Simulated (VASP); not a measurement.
Here is a VASP 6.6.1 calculation.

File INCAR:

```
SYSTEM = Ti
ALGO = Normal ; EDIFF = 1E-7
ENCUT = 520 ; GGA = PS
ISIF = 2 ; ISMEAR = 0
LASPH = .TRUE. ; LCHARG = .FALSE.
LREAL = .FALSE. ; LWAVE = .FALSE.
NBANDS = 19 ; NELM = 100
PREC = Accurate ; SIGMA = 0.15
```

The input KPOINTS:

```
k-points
0
G
  18 18 10
  0 0 0
```

File POSCAR:

```
Ti
1.0
    2.8319979460      0.0000000000      0.0000000000
   -1.4159989730      2.4525821647      0.0000000000
    0.0000000000      0.0000000000      4.3111200000
Ti
2
Direct
    0.3333333333      0.6666666667      0.2500000000
    0.6666666667      0.3333333333      0.7500000000
```

Potentials or basis: VASP PAW PBE potentials, release 64 (Ti_sv).

Run with:

```console
$ cat potpaw_PBE.64/Ti_sv/POTCAR > POTCAR
$ mpirun -np 1 vasp_std > vasp.out
```

**Question.** What does it give for the band gap on the k mesh?

**Answer.** Zero (band 12 reaches 10.77 eV, above the bottom of band 13 at 9.60 eV).

**Question.** What does it give for the pressure?

**Answer.** 15.7 GPa.

Stress tensor (GPa, compression positive):
```
13.80  0.00  0.00
 0.00 13.80  0.00
 0.00  0.00 19.44
```

Caveat: the cell differs from its parent crystal (strain -0.040 along x and y, -0.080 along z); the PAW data sets were made with another functional, which shifts forces and pressure a little.
